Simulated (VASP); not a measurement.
# Re (P6_3/mmc) in VASP: a series of runs

Re is run at these levels: PBE; tasks: single point, relaxation of cell and atoms.

Program: VASP 6.6.1. These are calculated values, not measurements. Logs are shortened: lines on timing, memory, paths and dates and some standing lists are left out, and cuts for length are marked.

### Step 1. The cell of the first run

Symmetry: P6_3/mmc, No. 194, hexagonal system. The conventional cell has a = 2.782 Å, b = 2.782 Å, c = 8.967 Å, α = 90.00°, β = 90.00°, γ = 120.00°. Within 3.6 Å of Re (site symmetry -3m) lie 12 Re at 2.76 to 2.78 Å. Within 3.6 Å of Re (site symmetry -6m2) lie 12 Re at 2.76 to 2.78 Å.

### Step 2. Single point, PBE

INCAR

```
PREC = Accurate ; ENCUT = 600
EDIFF = 1E-6 ; ISMEAR = 0
SIGMA = 0.1 ; LREAL = F
LASPH = T ; NELM = 120
ALGO = Normal ; ISIF = 2
LWAVE = F ; LCHARG = F
GGA = PE ; NBANDS = 22
GGA_COMPAT = F
```

KPOINTS

```
regular mesh
0
Gamma
  18 18 6
```

POSCAR

```
Re
1.0
    2.7818634740      0.0000000000      0.0000000000
   -1.3909317370      2.4091644384      0.0000000000
    0.0000000000      0.0000000000      8.9668662195
Re
4
Direct
    0.0000000000      0.0000000000      0.0000000000
    0.3333333333      0.6666666667      0.2500000000
    0.0000000000      0.0000000000      0.5000000000
    0.6666666667      0.3333333333      0.7500000000
```

Potentials or basis: VASP PAW PBE potentials, release 64 (Re).

On the command line:

```
cat potpaw_PBE.64/Re/POTCAR > POTCAR
mpirun -np 1 vasp_std > vasp.out
```

OUTCAR:

```text
PREC = Accurate
   ENCUT = 600
   EDIFF = 1E-6
   ISMEAR = 0
   LREAL = F
   LASPH = T
   NELM = 120
   ISIF = 2
   GGA = PE

 ion  position               nearest neighbor table
   1  0.000  0.000  0.000-   2 2.76   4 2.76   4 2.76   2 2.76   4 2.76   2 2.76
   2  0.333  0.667  0.250-   1 2.76   3 2.76   1 2.76   3 2.76   1 2.76   3 2.76
   3  0.000  0.000  0.500-   2 2.76   4 2.76   4 2.76   2 2.76   4 2.76   2 2.76
   4  0.667  0.333  0.750-   1 2.76   3 2.76   1 2.76   3 2.76   1 2.76   3 2.76

  LATTYP: Found a hexagonal cell.
 ALAT       =     2.7818634740
 C/A-ratio  =     3.2233308008

  Lattice vectors:

 A1 = (   2.7818634740,   0.0000000000,   0.0000000000)
 A2 = (  -1.3909317370,   2.4091644384,   0.0000000000)
 A3 = (   0.0000000000,   0.0000000000,   8.9668662195)

Analysis of symmetry for initial positions (statically):
=====================================================================
 Subroutine PRICEL returns:
 Original cell was already a primitive cell.

 Routine SETGRP: Setting up the symmetry group for a
 hexagonal supercell.

 Subroutine GETGRP returns: Found 24 space group operations
 (whereof 12 operations were pure point group operations)
 out of a pool of 24 trial point group operations.

The static configuration has the point symmetry D_3d.
 The point group associated with its full space group is D_6h.

Analysis of symmetry for dynamics (positions and initial velocities):
=====================================================================
 Subroutine PRICEL returns:
 Original cell was already a primitive cell.

 Routine SETGRP: Setting up the symmetry group for a
 hexagonal supercell.

 Subroutine GETGRP returns: Found 24 space group operations
 (whereof 12 operations were pure point group operations)
 out of a pool of 24 trial point group operations.

The dynamic configuration has the point symmetry D_3d.
 The point group associated with its full space group is D_6h.

 Subroutine INISYM returns: Found 24 space group operations
 (whereof 12 operations are pure point group operations),
 and found     1 'primitive' translations

----------------------------------------------------------------------------------------

                                     Primitive cell

  volume of cell :      60.0956

  direct lattice vectors                    reciprocal lattice vectors
     2.781863474  0.000000000  0.000000000     0.359471271  0.207540835  0.000000000
    -1.390931737  2.409164438  0.000000000     0.000000000  0.415081671  0.000000000
     0.000000000  0.000000000  8.966866219     0.000000000  0.000000000  0.111521682

  length of vectors
     2.781863474  2.781863474  8.966866219     0.415081671  0.415081671  0.111521682

  position of ions in fractional coordinates (direct lattice)
     0.000000000  0.000000000  0.000000000
     0.333333333  0.666666667  0.250000000
     0.000000000  0.000000000  0.500000000
     0.666666667  0.333333333  0.750000000

  ion indices of the primitive-cell ions
   primitive index   ion index
                 1           1
                 2           2
                 3           3
                 4           4

----------------------------------------------------------------------------------------

 KPOINTS: regular mesh

Automatic generation of k-mesh.
 Grid dimensions read from file:
 generate k-points for:   18   18    6

 Generating k-lattice:

  Cartesian coordinates                     Fractional coordinates (reciprocal lattice)
     0.019970626  0.011530046  0.000000000     0.055555556  0.000000000  0.000000000
     0.000000000  0.023060093  0.000000000     0.000000000  0.055555556  0.000000000
     0.000000000  0.000000000  0.018586947     0.000000000  0.000000000  0.166666667

  Length of vectors
     0.023060093  0.023060093  0.018586947

  Shift w.r.t. Gamma in fractional coordinates (k-lattice)
     0.000000000  0.000000000  0.000000000

 Subroutine IBZKPT returns following result:
 ===========================================

 Found    148 irreducible k-points:

 Following reciprocal coordinates:
            Coordinates               Weight
  0.000000  0.000000  0.000000      1.000000
  0.055556  0.000000  0.000000      6.000000
  0.111111  0.000000  0.000000      6.000000
  0.166667  0.000000  0.000000      6.000000
  0.222222  0.000000  0.000000      6.000000
  0.277778  0.000000  0.000000      6.000000
[... 16 lines left out ...]
  0.333333  0.111111  0.000000     12.000000
  0.388889  0.111111  0.000000     12.000000
 [... further k-points ...]
   k-points           NKPTS =    148   k-points in BZ     NKDIM =    148   number of bands    NBANDS=     22
   number of dos      NEDOS =    301   number of ions     NIONS =      4
   total plane-waves  NPLWV =  41472
   dimension x,y,z NGX =    24 NGY =   24 NGZ =   72
   dimension x,y,z NGXF=    48 NGYF=   48 NGZF=  144
   ions per type =               4
   NGX,Y,Z   is equivalent  to a cutoff of  14.34, 14.34, 13.35 a.u.
   NGXF,Y,Z  is equivalent  to a cutoff of  28.69, 28.69, 26.70 a.u.
 SYSTEM =  unknown system
   PREC   = accura    normal or accurate (medium, high low for compatibility)
   ISTART =      0    job   : 0-new  1-cont  2-samecut
   ICHARG =      2    charge: 1-file 2-atom 10-const
   ISPIN  =      1    spin polarized calculation?
   LNONCOLLINEAR =      F non collinear calculations
   LSORBIT =      F    spin-orbit coupling
   LASPH  =      T    aspherical Exc in radial PAW
   ENCUT  =  600.0 eV  44.10 Ry    6.64 a.u.   5.56  5.56 17.91*2*pi/ulx,y,z
   NELM   =    120;   NELMIN=  2; NELMDL= -5     # of ELM steps
   EDIFF  = 0.1E-05   stopping-criterion for ELM
   LREAL  =      F    real-space projection
   EDIFFG = 0.1E-04   stopping-criterion for IOM
   NSW    =      0    number of steps for IOM
   IBRION =     -1    ionic relax: 0-MD 1-quasi-New 2-CG
   NFREE  =      0    steps in history (QN), initial steepest desc. (CG)
   ISIF   =      2    stress and relaxation
   ISYM   =      2    0-nonsym 1-usesym 2-fastsym
   POTIM  = 0.5000    time-step for ionic-motion
   TEBEG  =    0.0;   TEEND  =   0.0 temperature during run
   PSTRESS=    0.0 pullay stress
   NELECT =      28.0000    total number of electrons
   NUPDOWN=      -1.0000    fix difference up-down
   EMIN   =  10.00;   EMAX   =-10.00  energy-range for DOS
   EFERMI =   0.00;   METHOD = LEGACY
   ISMEAR =     0;   SIGMA  =   0.10  broadening in eV -4-tet -1-fermi 0-gaus
   EFERMI_NEDOS =   21; number of points for ismear=-14 and -15
   IALGO  =     38    algorithm
   IMIX   =      4    mixing-type and parameters
     AMIX     =   0.40;   BMIX     =  1.00
     AMIX_MAG =   1.60;   BMIX_MAG =  1.00
  volume/ion in A,a.u.               =      15.02       101.39
  Fermi-wavevector in a.u.,A,eV,Ry     =   1.269151  2.398347 21.915496  1.610743
  Thomas-Fermi vector in A             =   2.402207
   LORBIT       =      0    0 simple, 1 ext, 2 COOP (PROOUT), +10 PAW based schemes
   GGA     = PE    functional components
   LHFCALC =     F    Hartree Fock is set to
   AEXX    =    0.0000 exact exchange contribution
   IVDW    =     0    specifies the selected vdW correction
   LEPSILON=     F    determine dielectric tensor
   LRPA    =     F    only Hartree local field effects (RPA)
 non-spin polarized calculation
 Gauss-broadening in eV      SIGMA  =   0.10
  energy-cutoff  :      600.00
  volume of cell :       60.10
 maximum number of plane-waves:      2042
 NGX is ok and might be reduce to    24
   NGX = 11   NGY = 11   NGZ = 35

 number of electron      28.0000000 magnetization

 Free energy of the ion-electron system (eV)
  ---------------------------------------------------
  ext. energy  EPLUGINS =         0.00000000
  ---------------------------------------------------
  free energy    TOTEN  =       -49.71464248 eV

  energy without entropy =      -49.70191162  energy(sigma->0) =      -49.70827705

 E-fermi :   7.7325     XC(G=0): -13.6149

 val. band max:        7.7205541708   @ k =   0.3333   0.1111   0.1667
 cond. band min:       7.7326576141   @ k =   0.4444   0.0556   0.0000
 fundamental gap:      0.0121034433
 Fermi energy:         7.7324514772

 k-point     1 :       0.0000    0.0000    0.0000
  band No.  band energies     occupation
      1      -2.0925      2.00000
      2       0.1929      2.00000
      3       0.2631      2.00000
      4       1.1773      2.00000
      5       5.2507      2.00000
      6       5.3472      2.00000
[... 14 lines left out ...]
     21      10.1598      0.00000
     22      10.1598      0.00000

 k-point     2 :       0.0556    0.0000    0.0000
  band No.  band energies     occupation
      1      -1.9688      2.00000
      2       0.3091      2.00000
      3       0.3784      2.00000
      4       1.2961      2.00000
      5       5.0787      2.00000
      6       5.2612      2.00000
[... 14 lines left out ...]
     21      10.1379      0.00000
     22      10.1812      0.00000

 k-point     3 :       0.1111    0.0000    0.0000
  band No.  band energies     occupation
      1      -1.6077      2.00000
      2       0.6366      2.00000
      3       0.7026      2.00000
      4       1.6324      2.00000
      5       4.7045      2.00000
      6       5.0325      2.00000
[... 14 lines left out ...]
     21      10.0844      0.00000
     22      10.2663      0.00000

 k-point     4 :       0.1667    0.0000    0.0000
  band No.  band energies     occupation
      1      -1.0416      2.00000
      2       1.0995      2.00000
      3       1.1577      2.00000
      4       2.1141      2.00000
      5       4.3077      2.00000
      6       4.7204      2.00000
[... 14 lines left out ...]
     21      10.1902      0.00000
     22      10.4408      0.00000

 k-point     5 :       0.2222    0.0000    0.0000
  band No.  band energies     occupation
      1      -0.3320      2.00000
      2       1.5353      2.00000
      3       1.5813      2.00000
      4       2.5669      2.00000
      5       4.0166      2.00000
      6       4.3682      2.00000
[... 417 lines left out ...]
 k-point    22 :       0.2778    0.1111    0.0000
  band No.  band energies     occupation
      1       1.3535      2.00000
      2       1.9284      2.00000
      3       2.1861      2.00000
      4       2.8544      2.00000
      5       3.7669      2.00000
      6       3.8106      2.00000
[... 14 lines left out ...]
     21      11.3378      0.00000
     22      11.6542      0.00000

 k-point    23 :       0.3333    0.1111    0.0000
  band No.  band energies     occupation
      1       1.5467      2.00000
      2       1.7422      2.00000
      3       2.3241      2.00000
      4       2.8154      2.00000
      5       3.6109      2.00000
      6       3.6565      2.00000
[... 14 lines left out ...]
     21      11.8341      0.00000
     22      12.4869      0.00000

 k-point    24 :       0.3889    0.1111    0.0000
  band No.  band energies     occupation
      1       1.5351      2.00000
      2       1.5862      2.00000
      3       2.2574      2.00000
      4       2.9371      2.00000
      5       3.4908      2.00000
      6       3.6218      2.00000
[... 14 lines left out ...]
     21      12.4532      0.00000
     22      13.3069      0.00000

 [... further k-points ...]
[... 5 lines left out ...]
  --------------------------------------------------------------------------------------
  -------------------------------------------------------------------------------------
  Total       -0.8867422     -0.8867422     -0.9223202      0.0000000      0.0000000     -0.0000000
  in kB      -23.6409556    -23.6409556    -24.5894810      0.0000000      0.0000000     -0.0000000
  external PRESSURE =     -23.9571308 kB  Pullay stress =       0.0000000 kB

 VOLUME and BASIS-vectors are now :
 -----------------------------------------------------------------------------
  energy-cutoff  :      600.00
  volume of cell :       60.10
      direct lattice vectors                 reciprocal lattice vectors
     2.781863474  0.000000000  0.000000000     0.359471271  0.207540835  0.000000000
    -1.390931737  2.409164438  0.000000000     0.000000000  0.415081671  0.000000000
     0.000000000  0.000000000  8.966866219     0.000000000  0.000000000  0.111521682

 POSITION                                       TOTAL-FORCE (eV/Angst)
 -----------------------------------------------------------------------------------
      0.00000      0.00000      0.00000        -0.000000      0.000000      0.000000
     -0.00000      1.60611      2.24172         0.000000      0.000000     -0.000000
      0.00000      0.00000      4.48343        -0.000000      0.000000      0.000000
      1.39093      0.80305      6.72515        -0.000000     -0.000000     -0.000000
 -----------------------------------------------------------------------------------
    total drift:                               -0.000000      0.000000      0.000000

  FREE ENERGIE OF THE ION-ELECTRON SYSTEM (eV)
  ---------------------------------------------------
  free  energy   TOTEN  =       -49.7146424844 eV

  energy  without entropy=      -49.7019116174  energy(sigma->0) =      -49.70827705
```

Run time: 1.7 min. Hardware: 1 thread of Intel Xeon 6975P-C (Granite Rapids), shared host; peak memory 0.32 GiB.

What came out:

* Free energy: -49.7146 eV
* Pressure: -2.4 GPa
* Band gap on the k mesh: zero (bands 14 and 15 overlap by 2.47 eV)

Stress tensor (GPa, compression positive):
```
-2.36  0.00  0.00
 0.00 -2.36  0.00
 0.00  0.00 -2.46
```

Caveat: spin-orbit coupling is left out, which moves the levels of the heavy elements.

### Step 3. Single point, PBE, non-collinear spin, zero start, spin-orbit coupling

This run uses another cell than the first one, of 14.94 Å³/atom.

INCAR

```
SYSTEM = Re
PREC     = Accurate       ! precision mode
ENCUT    = 600            ! plane-wave cutoff, eV
EDIFF    = 1E-6           ! SCF threshold, eV
ISMEAR   = 0              ! smearing method
SIGMA    = 0.1            ! smearing width, eV
LREAL    = .False.        ! projectors in reciprocal space
LASPH    = .True.         ! aspherical terms in the spheres
NELM     = 200            ! most SCF steps
ALGO     = Normal         ! electronic algorithm
ISIF     = 2              ! what is computed and relaxed
LWAVE    = .False.        ! write WAVECAR
LCHARG   = .False.        ! write CHGCAR
MAGMOM   = 0 0 0 0 0 0 0 0 0 0 0 0 ! initial moments
LORBIT   = 11             ! projections on sites
LSORBIT  = .True.         ! spin-orbit coupling
GGA_COMPAT= .False.      
LORBMOM  = .True.       
LMAXMIX  = 4              ! l up to which the mixer works
GGA      = PE             ! functional
NBANDS   = 42             ! bands
KPAR     = 4
```

KPOINTS

```
regular mesh
0
Gamma
  18 18 6
  0 0 0
```

POSCAR

```
Re
1.0
    2.7767253403      0.0000000000      0.0000000000
   -1.3883626701      2.4047146840      0.0000000000
    0.0000000000      0.0000000000      8.9505499596
Re
4
Direct
    0.0000000000      0.0000000000      0.0000000000
    0.3333333333      0.6666666667      0.2500000000
    0.0000000000      0.0000000000      0.5000000000
    0.6666666667      0.3333333333      0.7500000000
```

Potentials or basis: VASP PAW PBE potentials, release 64 (Re).

On the command line:

```
cat potpaw_PBE.64/Re/POTCAR > POTCAR
mpirun -np 4 vasp_ncl > vasp.out
```

Run time: 2.5 min. Hardware: 4 MPI ranks of Intel Xeon 6975P-C (Granite Rapids), shared host; peak memory 0.78 GiB.

Results (log left out):

| Quantity | Value |
| --- | --- |
| Free energy | -51.0231 eV |
| Pressure | 0.3 GPa |
| Net moment | 0.00 μB per cell |
| Valence electrons inside the program's atomic spheres | Re 6.10, 6.07 (each value once) |

Stress tensor (GPa, compression positive):
```
 0.52  0.00  0.00
 0.00  0.52  0.00
 0.00  0.00 -0.18
```

Moments on the atoms (μB; x, y, z):
```
Re  0.00 0.00 0.00
Re  0.00 0.00 0.00
Re  0.00 0.00 0.00
Re  0.00 0.00 0.00
```

[end of part 1 of 2]
